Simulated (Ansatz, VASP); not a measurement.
# TePb in VASP and in Ansatz

INCAR

```
SYSTEM = TePb
ALGO = Normal
EDIFF = 1E-6
ENCUT = 500
GGA = PS
GGA_COMPAT = .FALSE.
ISIF = 2
ISMEAR = -1
LASPH = .TRUE.
LCHARG = .FALSE.
LREAL = .FALSE.
LWAVE = .FALSE.
NBANDS = 17
NELM = 120
PREC = Accurate
SIGMA = 0.05
```

File KPOINTS:

```
k-points
0
G
  9 9 9
  0 0 0
```

POSCAR

```
TePb
1.0
    3.8641656126      0.0000000000      0.0000000000
    0.0000000000      3.8641656126      0.0000000000
    0.0000000000      0.0000000000      3.8641656126
Te Pb
1 1
Direct
    0.5000000000      0.5000000000      0.5000000000
    0.0000000000      0.0000000000      0.0000000000
```

Input for Ansatz:

```yaml
crystal:
  lattice:
    - [3.8641656126, 0.0, 0.0]
    - [0.0, 3.8641656126, 0.0]
    - [0.0, 0.0, 3.8641656126]
  atoms:
    - { symbol: Te, position: [0.5, 0.5, 0.5] }
    - { symbol: Pb, position: [0.0, 0.0, 0.0] }
kpoints:
  mp_grid: { grid: [9, 9, 9] }
  band_path:
    path:
      - [0.0, 0.0, 0.0]
      - [0.0, 0.5, 0.0]
      - [0.5, 0.5, 0.0]
      - [0.0, 0.0, 0.0]
      - [0.5, 0.5, 0.5]
      - [0.0, 0.5, 0.0]
      - [0.5, 0.5, 0.5]
      - [0.5, 0.5, 0.0]
    npoints: 6
scf:
  occupations: { method: fermi_dirac, width: 0.05 }
hamiltonian:
  xc: pbesol
  pseudopotentials: { kind: paw }
output:
  forces: true
  stress: true
  eigenvalues: true
  populations: true
  write_density: true
  write_potential: true
  elf: true
  volumetric_format: npy
```

Change from the starting cell: volume scaled by 0.9, PAW files.

Alike in both runs: task single point; functional PBEsol; k mesh 9 × 9 × 9; occupations fermi-dirac, width 0.05 eV; no spin polarisation.

|  | VASP | Ansatz |
| --- | --- | --- |
| version | VASP 6.6.1 | Ansatz 0.2.0 |
| potentials or method | VASP PAW PBE potentials, release 64 (Te, Pb_d) | PAW with Ansatz's default frozen-core files, scalar-relativistic |
| plane-wave cutoff (eV) | 500 | 420 |
| valence electrons in the cell | 20 | 30 |

```tsv
	VASP	Ansatz	Ansatz less VASP
pressure (GPa)	2.0	2.0	+0.02
```

VASP's potentials were made for PBE, not for PBEsol. VASP's potentials hold 20 valence electrons a cell and Ansatz's 30, so a difference there can come from the potentials and not from the codes.

Spin-orbit coupling is off throughout.
